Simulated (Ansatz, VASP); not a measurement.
**I: VASP beside Ansatz**

INCAR

```
SYSTEM = I
  PREC = Accurate
  ENCUT = 500
  EDIFF = 1E-6
  ISMEAR = 0
  SIGMA = 0.1
  LREAL = .False.
  LASPH = .True.
  NELM = 120
  ALGO = Normal
  ISIF = 2
  LWAVE = .False.
  LCHARG = .False.
  GGA = CA
  NBANDS = 10
  GGA_COMPAT = .False.
```

The input KPOINTS:

```
Automatic mesh
0
Gamma
  6 6 6
  0 0 0
```

Contents of POSCAR:

```
I
1.0
    0.0000000000      2.3656004428      3.9098401324
    2.1922454667      0.0000000000      3.9098401324
    2.1922454667      2.3656004428      0.0000000000
I
1
Direct
    0.0000000000      0.0000000000      0.0000000000
```

Input for Ansatz:

```yaml
crystal:
  lattice:
    - [0.0, 2.3656004428, 3.9098401324]
    - [2.1922454667, 0.0, 3.9098401324]
    - [2.1922454667, 2.3656004428, 0.0]
  atoms:
    - { symbol: I, position: [0.0, 0.0, 0.0] }
basis:
  ecutwfc: 420
kpoints:
  mp_grid: { grid: [6, 6, 6] }
hamiltonian:
  xc: lda
scf:
  occupations: { method: gaussian, width: 0.1 }
  n_extra_bands: 20
  max_iter: 75
output:
  forces: true
  stress: true
  eigenvalues: true
```

Alike in both runs: task single point; functional LDA; k mesh 6 × 6 × 6; occupations gaussian, width 0.1 eV; no spin polarisation.

|  | VASP | Ansatz |
| --- | --- | --- |
| version | VASP 6.6.1 | Ansatz 0.2.0 |
| potentials or method | VASP PAW LDA potentials, release 64 (I), cutoff 500 eV | scalar-relativistic, plane waves, PAW |
| valence electrons in the cell | 7 | 17 |

|  | VASP | Ansatz | Ansatz less VASP |
| --- | --- | --- | --- |
| gap on the k mesh at the Fermi level (eV) | none | none | - |
| pressure (GPa) | -2.2 | -2.2 | -0.01 |
| traceless stress, the component that is largest in VASP (GPa) | 1.14 | 1.14 | +0.001 |

LDA's correlation is that of Perdew and Zunger in VASP and of Perdew and Wang (1992) in Ansatz. A gap of «none» marks a metal or a gap that the smearing closes. VASP's potentials hold 7 valence electrons a cell and Ansatz's 17, so a difference there can come from the potentials and not from the codes.

Neither program's run includes spin-orbit coupling.
